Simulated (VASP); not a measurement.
# BN: single point with PBE

The system is BN.

```
B N
1.0
     2.53600    0.00000    0.00000
    -1.26800    2.19624    0.00000
     0.00000    0.00000    4.19900
B N
2 2
Direct
  0.66667 0.33333 0.00000
  0.33333 0.66667 0.50000
  0.66667 0.33333 0.37500
  0.33333 0.66667 0.87500
```

| Property | Result |
| --- | --- |
| Program | VASP 6.6.1 |
| Task | single point |
| Functional | PBE |
| Potentials or basis | VASP PAW PBE potentials, release 64 (B, N) |
| Cutoff | 520 eV |
| k mesh | 12 × 12 × 6 |
| Occupations | fermi-dirac, width 0.1 eV |
| Spin | no spin polarisation |
| Dipole correction | no |
| Further INCAR settings | ALGO = Normal; EDIFF = 1e-06; NBANDS = 16 |

The pressure is 8.3 GPa, the largest force is 0.058 eV/Å and the band gap on the k mesh is 5.20 eV, indirect (least direct gap 8.35 eV).

Forces on the atoms (eV/Å):
```
B    0.000  0.000  0.058
B    0.000  0.000  0.058
N    0.000  0.000 -0.058
N    0.000  0.000 -0.058
```

Stress tensor (GPa, compression positive):
```
8.69 0.00 0.00
0.00 8.69 0.00
0.00 0.00 7.47
```

Levels at points of the mesh, in eV from the valence-band top:
```tsv
k point	band 5	band 6	band 7	band 8	band 9	band 10	band 11	band 12
(0.00, 0.00, 0.00)	-2.13	-0.25	0.00	0.00	8.44	8.44	8.62	9.69
(0.50, 0.00, 0.00)	-6.95	-5.03	-4.44	-2.14	6.77	8.01	10.71	11.61
(0.00, 0.00, 0.50)	-1.18	-1.18	-1.18	-1.18	9.61	9.61	10.00	10.00
(0.50, 0.00, 0.50)	-3.81	-3.81	-3.59	-3.59	6.64	6.64	10.11	10.11
```

Run time: 14 s on 1 thread of Intel(R) Xeon(R) Platinum 8559C (Emerald Rapids) (shared host), peak memory 0.14 GiB.

A k mesh can miss the band edges. As with any semilocal functional, this PBE gap is likely too small.
